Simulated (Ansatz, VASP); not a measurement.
## Two plane-wave programs on K

```
K
1.0
     0.00000    3.39187    3.39187
     3.39187    0.00000    3.39187
     3.39187    3.39187    0.00000
K
1
Direct
  0.00000 0.00000 0.00000
```

Alike in both runs: task relaxation of cell and atoms; functional r2SCAN; dispersion D4; k mesh 7 × 7 × 7; occupations fermi-dirac, width 0.05 eV; no spin polarisation.

|  | VASP | Ansatz |
| --- | --- | --- |
| version | VASP 6.6.1 | Ansatz 0.2.0 |
| potentials or method | VASP PAW PBE potentials, release 64 (K_sv) | Ansatz PAW |
| plane-wave cutoff (eV) | 600 | 500 |
| valence electrons in the cell | 9 | 9 |

|  | VASP | Ansatz | Ansatz less VASP |
| --- | --- | --- | --- |
| gap on the k mesh at the Fermi level, each at its own relaxed structure (eV) | none | none | - |
| relaxed volume (Å³/atom) | 75.88 | 75.48 | -0.404 |
| relaxed cell length with the largest relative difference (Å) | 4.752 | 4.744 | -0.0085 |

VASP's potentials were made for PBE, not for r2SCAN. A gap of «none» marks a metal or a gap that the smearing closes.

Noted on Ansatz's run: the plane-wave basis is chosen anew once the cell has moved, so the energies of steps on either side of that aren't comparable.
